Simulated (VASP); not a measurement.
# Sn (I4_1/amd) in VASP: notebook

Runs on Sn. Level: LDA. Tasks: single point.

All numbers are computed with VASP 6.6.1; they aren't measurements. Logs are shortened: lines on timing, memory, paths and dates and some standing lists are left out, and cuts for length are marked.

**1. The cell of the first run**

It takes space group I4_1/amd (No. 141, tetragonal). The conventional cell has a = 5.908 Å, b = 5.908 Å, c = 3.223 Å, α = 90.00°, β = 90.00°, γ = 90.00°. Within 4.0 Å of Sn (site symmetry -4m2) lie 10 Sn at 3.06 to 3.82 Å.

**2. Single point, LDA (28.13 Å³/atom)**

INCAR

```
SYSTEM = Sn
PREC     = Accurate       ! precision mode
ENCUT    = 520            ! plane-wave cutoff, eV
EDIFF    = 1E-6           ! SCF threshold, eV
ISMEAR   = -1             ! smearing method
SIGMA    = 0.05           ! smearing width, eV
LREAL    = .FALSE.        ! projectors in reciprocal space
LASPH    = .TRUE.         ! aspherical terms in the spheres
NELM     = 60             ! most SCF steps
ALGO     = Normal         ! electronic algorithm
ISIF     = 2              ! what is computed and relaxed
LWAVE    = .FALSE.        ! write WAVECAR
LCHARG   = .FALSE.        ! write CHGCAR
GGA      = CA             ! functional
NBANDS   = 21             ! bands
```

KPOINTS

```
Automatic mesh
0
G
  15 15 15
  0 0 0
```

POSCAR

```
Sn
1.0
   -2.9542208476      2.9542208476      1.6115820057
    2.9542208476     -2.9542208476      1.6115820057
    2.9542208476      2.9542208476     -1.6115820057
Sn
2
Direct
    0.0000000000      0.0000000000      0.0000000000
    0.7500000000      0.2500000000      0.5000000000
```

Potentials or basis: VASP PAW LDA potentials, release 64 (Sn_d).

Started as:

```sh
$ cat potpaw_LDA.64/Sn_d/POTCAR > POTCAR
$ mpirun -np 1 vasp_std > vasp.out
```

OUTCAR:

```text
SYSTEM = Sn
   PREC = Accurate
   ENCUT = 520
   EDIFF = 1E-6
   ISMEAR = -1
   LREAL = .FALSE.
   LASPH = .TRUE.
   NELM = 60
   ISIF = 2
   GGA = CA

 ion  position               nearest neighbor table
   1  0.000  0.000  0.000-   2 3.06   2 3.06   2 3.06   2 3.06
   2  0.750  0.250  0.500-   1 3.06   1 3.06   1 3.06   1 3.06

  LATTYP: Found a body centered tetragonal cell.
 ALAT       =     5.9084416952
 C/A-ratio  =     0.5455184595

  Lattice vectors:

 A1 = (  -2.9542208476,   2.9542208476,   1.6115820057)
 A2 = (   2.9542208476,  -2.9542208476,   1.6115820057)
 A3 = (   2.9542208476,   2.9542208476,  -1.6115820057)

Analysis of symmetry for initial positions (statically):
=====================================================================
 Subroutine PRICEL returns:
 Original cell was already a primitive cell.

 Routine SETGRP: Setting up the symmetry group for a
 body centered tetragonal supercell.

 Subroutine GETGRP returns: Found 16 space group operations
 (whereof  8 operations were pure point group operations)
 out of a pool of 16 trial point group operations.

The static configuration has the point symmetry D_2d.
 The point group associated with its full space group is D_4h.

Analysis of symmetry for dynamics (positions and initial velocities):
=====================================================================
 Subroutine PRICEL returns:
 Original cell was already a primitive cell.

 Routine SETGRP: Setting up the symmetry group for a
 body centered tetragonal supercell.

 Subroutine GETGRP returns: Found 16 space group operations
 (whereof  8 operations were pure point group operations)
 out of a pool of 16 trial point group operations.

The dynamic configuration has the point symmetry D_2d.
 The point group associated with its full space group is D_4h.

 Subroutine INISYM returns: Found 16 space group operations
 (whereof  8 operations are pure point group operations),
 and found     1 'primitive' translations

----------------------------------------------------------------------------------------

                                     Primitive cell

  volume of cell :      56.2598

  direct lattice vectors                    reciprocal lattice vectors
    -2.954220848  2.954220848  1.611582006     0.000000000  0.169249364  0.310254147
     2.954220848 -2.954220848  1.611582006     0.169249364  0.000000000  0.310254147
     2.954220848  2.954220848 -1.611582006     0.169249364  0.169249364  0.000000000

  length of vectors
     4.477950222  4.477950222  4.477950222     0.353416161  0.353416161  0.239354746

  position of ions in fractional coordinates (direct lattice)
     0.000000000  0.000000000  0.000000000
     0.750000000  0.250000000  0.500000000

  ion indices of the primitive-cell ions
   primitive index   ion index
                 1           1
                 2           2

----------------------------------------------------------------------------------------

 KPOINTS: Automatic mesh

Automatic generation of k-mesh.
 Grid dimensions read from file:
 generate k-points for:   15   15   15

 Generating k-lattice:

  Cartesian coordinates                     Fractional coordinates (reciprocal lattice)
     0.000000000  0.011283291  0.020683610     0.066666667 -0.000000000  0.000000000
     0.011283291  0.000000000  0.020683610    -0.000000000  0.066666667  0.000000000
     0.011283291  0.011283291  0.000000000     0.000000000  0.000000000  0.066666667

  Length of vectors
     0.023561077  0.023561077  0.015956983

  Shift w.r.t. Gamma in fractional coordinates (k-lattice)
     0.000000000  0.000000000  0.000000000

 Subroutine IBZKPT returns following result:
 ===========================================

 Found    288 irreducible k-points:

 Following reciprocal coordinates:
            Coordinates               Weight
  0.000000  0.000000  0.000000      1.000000
  0.066667  0.000000 -0.000000      8.000000
  0.133333  0.000000 -0.000000      8.000000
  0.200000  0.000000 -0.000000      8.000000
  0.266667  0.000000 -0.000000      8.000000
  0.333333  0.000000 -0.000000      8.000000
[... 16 lines left out ...]
  0.133333  0.133333  0.000000      8.000000
  0.200000  0.133333 -0.000000     16.000000
 [... further k-points ...]
   k-points           NKPTS =    288   k-points in BZ     NKDIM =    288   number of bands    NBANDS=     21
   number of dos      NEDOS =    301   number of ions     NIONS =      2
   total plane-waves  NPLWV =  46656
   dimension x,y,z NGX =    36 NGY =   36 NGZ =   36
   dimension x,y,z NGXF=    72 NGYF=   72 NGZF=   72
   ions per type =               2
   NGX,Y,Z   is equivalent  to a cutoff of  13.37, 13.37, 13.37 a.u.
   NGXF,Y,Z  is equivalent  to a cutoff of  26.73, 26.73, 26.73 a.u.
 SYSTEM =  Sn
   PREC   = accura    normal or accurate (medium, high low for compatibility)
   ISTART =      0    job   : 0-new  1-cont  2-samecut
   ICHARG =      2    charge: 1-file 2-atom 10-const
   ISPIN  =      1    spin polarized calculation?
   LNONCOLLINEAR =      F non collinear calculations
   LSORBIT =      F    spin-orbit coupling
   LASPH  =      T    aspherical Exc in radial PAW
   ENCUT  =  520.0 eV  38.22 Ry    6.18 a.u.   8.33  8.33  8.33*2*pi/ulx,y,z
   NELM   =     60;   NELMIN=  2; NELMDL= -5     # of ELM steps
   EDIFF  = 0.1E-05   stopping-criterion for ELM
   LREAL  =      F    real-space projection
   EDIFFG = 0.1E-04   stopping-criterion for IOM
   NSW    =      0    number of steps for IOM
   IBRION =     -1    ionic relax: 0-MD 1-quasi-New 2-CG
   NFREE  =      0    steps in history (QN), initial steepest desc. (CG)
   ISIF   =      2    stress and relaxation
   ISYM   =      2    0-nonsym 1-usesym 2-fastsym
   POTIM  = 0.5000    time-step for ionic-motion
   TEBEG  =    0.0;   TEEND  =   0.0 temperature during run
   PSTRESS=    0.0 pullay stress
   NELECT =      28.0000    total number of electrons
   NUPDOWN=      -1.0000    fix difference up-down
   EMIN   =  10.00;   EMAX   =-10.00  energy-range for DOS
   EFERMI =   0.00;   METHOD = LEGACY
   ISMEAR =    -1;   SIGMA  =   0.05  broadening in eV -4-tet -1-fermi 0-gaus
   EFERMI_NEDOS =   21; number of points for ismear=-14 and -15
   IALGO  =     38    algorithm
   IMIX   =      4    mixing-type and parameters
     AMIX     =   0.40;   BMIX     =  1.00
     AMIX_MAG =   1.60;   BMIX_MAG =  1.00
  volume/ion in A,a.u.               =      28.13       189.83
  Fermi-wavevector in a.u.,A,eV,Ry     =   1.297363  2.451660 22.900645  1.683150
  Thomas-Fermi vector in A             =   2.428760
   LORBIT       =      0    0 simple, 1 ext, 2 COOP (PROOUT), +10 PAW based schemes
   GGA     = CA    functional components
   LHFCALC =     F    Hartree Fock is set to
   AEXX    =    0.0000 exact exchange contribution
   IVDW    =     0    specifies the selected vdW correction
   LEPSILON=     F    determine dielectric tensor
   LRPA    =     F    only Hartree local field effects (RPA)
 non-spin polarized calculation
  energy-cutoff  :      520.00
  volume of cell :       56.26
 maximum number of plane-waves:      1533
 NGX is ok and might be reduce to    36
   NGX = 17   NGY = 17   NGZ = 17

 number of electron      27.9999988 magnetization

 Free energy of the ion-electron system (eV)
  ---------------------------------------------------
  ext. energy  EPLUGINS =         0.00000000
  ---------------------------------------------------
  free energy    TOTEN  =        -8.93578510 eV

  energy without entropy =       -8.92768256  energy(sigma->0) =       -8.93173383

 E-fermi :   7.2459     XC(G=0): -10.3789

 val. band max:        7.2388611184   @ k =   0.2667   0.0667  -0.0000
 cond. band min:       7.2628952504   @ k =  -0.2000  -0.2667   0.1333
 fundamental gap:      0.0240341320
 Fermi energy:         7.2459144393

 k-point     1 :       0.0000    0.0000    0.0000
  band No.  band energies     occupation
      1     -14.2405      2.00000
      2     -14.1635      2.00000
      3     -14.1218      2.00000
      4     -14.1121      2.00000
      5     -13.9780      2.00000
      6     -13.9780      2.00000
[... 13 lines left out ...]
     20      17.0482      0.00000
     21      17.6942      0.00000

 k-point     2 :       0.0667    0.0000   -0.0000
  band No.  band energies     occupation
      1     -14.2380      2.00000
      2     -14.1554      2.00000
      3     -14.1188      2.00000
      4     -14.1026      2.00000
      5     -13.9839      2.00000
      6     -13.9832      2.00000
[... 13 lines left out ...]
     20      16.8699      0.00000
     21      17.0532      0.00000

 k-point     3 :       0.1333    0.0000   -0.0000
  band No.  band energies     occupation
      1     -14.2304      2.00000
      2     -14.1331      2.00000
      3     -14.1106      2.00000
      4     -14.0782      2.00000
      5     -13.9975      2.00000
      6     -13.9909      2.00000
[... 13 lines left out ...]
     20      15.8184      0.00000
     21      15.9785      0.00000

 k-point     4 :       0.2000    0.0000   -0.0000
  band No.  band energies     occupation
      1     -14.2183      2.00000
      2     -14.1039      2.00000
      3     -14.0985      2.00000
      4     -14.0535      2.00000
      5     -14.0147      2.00000
      6     -13.9891      2.00000
[... 13 lines left out ...]
     20      14.9525      0.00000
     21      15.6182      0.00000

 k-point     5 :       0.2667    0.0000   -0.0000
  band No.  band energies     occupation
      1     -14.2042      2.00000
      2     -14.0857      2.00000
      3     -14.0808      2.00000
      4     -14.0496      2.00000
      5     -14.0308      2.00000
      6     -13.9942      2.00000
[... 13 lines left out ...]
     20      14.3166      0.00000
     21      15.9034      0.00000
[... 382 lines left out ...]
     20      16.9274      0.00000
     21      17.1419      0.00000

 k-point    22 :      -0.0667    0.0667    0.0000
  band No.  band energies     occupation
      1     -14.2372      2.00000
      2     -14.1641      2.00000
      3     -14.1190      2.00000
      4     -14.1144      2.00000
      5     -13.9796      2.00000
      6     -13.9761      2.00000
[... 13 lines left out ...]
     20      17.2853      0.00000
     21      17.6388      0.00000

 k-point    23 :       0.1333    0.1333    0.0000
  band No.  band energies     occupation
      1     -14.2132      2.00000
      2     -14.0918      2.00000
      3     -14.0777      2.00000
      4     -14.0339      2.00000
      5     -14.0192      2.00000
      6     -14.0076      2.00000
[... 13 lines left out ...]
     20      14.6360      0.00000
     21      14.8851      0.00000

 k-point    24 :       0.2000    0.1333   -0.0000
  band No.  band energies     occupation
      1     -14.2019      2.00000
      2     -14.0811      2.00000
      3     -14.0766      2.00000
      4     -14.0361      2.00000
      5     -14.0310      2.00000
      6     -14.0154      2.00000
[... 13 lines left out ...]
     20      14.3518      0.00000
     21      15.1850      0.00000

 [... further k-points ...]
[... 5 lines left out ...]
  --------------------------------------------------------------------------------------
  -------------------------------------------------------------------------------------
  Total       -1.1750148     -1.1750148     -1.4655475      0.0000000      0.0000000      0.0000000
  in kB      -33.4622864    -33.4622864    -41.7361301      0.0000000      0.0000000      0.0000000
  external PRESSURE =     -36.2202343 kB  Pullay stress =       0.0000000 kB

 VOLUME and BASIS-vectors are now :
 -----------------------------------------------------------------------------
  energy-cutoff  :      520.00
  volume of cell :       56.26
      direct lattice vectors                 reciprocal lattice vectors
    -2.954220848  2.954220848  1.611582006     0.000000000  0.169249364  0.310254147
     2.954220848 -2.954220848  1.611582006     0.169249364  0.000000000  0.310254147
     2.954220848  2.954220848 -1.611582006     0.169249364  0.169249364  0.000000000

 POSITION                                       TOTAL-FORCE (eV/Angst)
 -----------------------------------------------------------------------------------
      0.00000      0.00000      0.00000        -0.000000      0.000000      0.000000
      0.00000      2.95422      0.80579         0.000000     -0.000000     -0.000000
 -----------------------------------------------------------------------------------
    total drift:                               -0.000000      0.000000     -0.000000

  FREE ENERGIE OF THE ION-ELECTRON SYSTEM (eV)
  ---------------------------------------------------
  free  energy   TOTEN  =        -8.9357851025 eV

  energy  without entropy=       -8.9276825618  energy(sigma->0) =       -8.93173383
```

Run time: 6.7 min. Hardware: 1 thread of Intel Xeon 8259CL, shared host; peak memory 0.37 GiB.

Results:

```yaml
Free_energy: -8.9358 eV
Pressure: -3.6 GPa
Band_gap_on_the_k_mesh: zero (bands 14 and 15 overlap by 4.07 eV)
```

Stress tensor (GPa, compression positive):
```
-3.35  0.00  0.00
 0.00 -3.35  0.00
 0.00  0.00 -4.17
```

Caveat: the cell stands under tension; spin-orbit coupling is left out, which moves the levels of the heavy elements.

**3. Single point, LDA (28.67 Å³/atom)**

This run uses another cell than the first one, of 28.67 Å³/atom.

INCAR

```
ALGO = Normal
EDIFF = 1E-6
ENCUT = 520
GGA = CA
ISIF = 2
ISMEAR = -1
LASPH = True
LCHARG = True
LELF = True
LREAL = False
LVHAR = True
LWAVE = False
NBANDS = 21
NELM = 60
PREC = Accurate
SIGMA = 0.05
```

KPOINTS

```
k-points
0
Gamma
  15 15 15
```

POSCAR

```
Sn
1.0
   -2.9730380483      2.9730380483      1.6218471360
    2.9730380483     -2.9730380483      1.6218471360
    2.9730380483      2.9730380483     -1.6218471360
Sn
2
Direct
    0.0000000000      0.0000000000      0.0000000000
    0.7500000000      0.2500000000      0.5000000000
```

Potentials or basis: VASP PAW LDA potentials, release 64 (Sn_d).

Started as:

```sh
$ cat potpaw_LDA.64/Sn_d/POTCAR > POTCAR
$ mpirun -np 1 vasp_std > vasp.out
```

Run time: 7.1 min. Hardware: 1 thread of Intel Xeon 8259CL, shared host; peak memory 0.38 GiB.

Results (log left out):

| Property | Result |
| --- | --- |
| Free energy | -8.9092 eV |
| Pressure | -4.4 GPa |
| Band gap on the k mesh | zero (bands 14 and 15 overlap by 3.98 eV) |

Stress tensor (GPa, compression positive):
```
-4.12  0.00  0.00
 0.00 -4.12  0.00
 0.00  0.00 -4.89
```

Levels at points of the mesh, in eV from the Fermi level:
```
           k point  band 11  band 12  band 13  band 14  band 15  band 16  band 17  band 18
(0.00, 0.00, 0.00)   -10.73    -3.86    -1.80    -1.80     3.18     5.91     5.91     6.40
```

Caveat: the cell stands under tension; spin-orbit coupling is left out, which moves the levels of the heavy elements.

The gap in the log of VASP goes by the Fermi energy; the results here count the filled bands.